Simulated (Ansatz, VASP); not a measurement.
## One calculation of NaH, two programs

```
CELL_PARAMETERS angstrom
2.94412 0.00000 0.00000
0.00000 2.93239 0.00000
0.00000 0.00000 2.93239
ATOMIC_POSITIONS crystal
Na 0.00000 0.00000 0.00000
H 0.50000 0.50000 0.50000
```

Change from the starting cell: uniaxial_x strain +0.4%.

Alike in both runs: task single point; functional r2SCAN; k mesh 8 × 8 × 8; no spin polarisation.

|  | VASP | Ansatz |
| --- | --- | --- |
| version | VASP 6.6.1 | Ansatz 0.2.0 |
| potentials or method | VASP PAW PBE potentials, release 64 (Na_pv, H) | plane waves, PAW |
| plane-wave cutoff (eV) | 520 | 500 |
| occupations | gaussian, width 0.01 eV | fixed |
| valence electrons in the cell | 8 | 10 |

```csv
,VASP,Ansatz,Ansatz less VASP
gap on the k mesh at the Fermi level (eV),1.58,1.57,-0.010
pressure (GPa),-0.4,-0.1,+0.31
"traceless stress, the component that is largest in VASP (GPa)",-0.35,-0.32,+0.032
```

VASP's potentials were made for PBE, not for r2SCAN. VASP's potentials hold 8 valence electrons a cell and Ansatz's 10, so a difference there can come from the potentials and not from the codes.
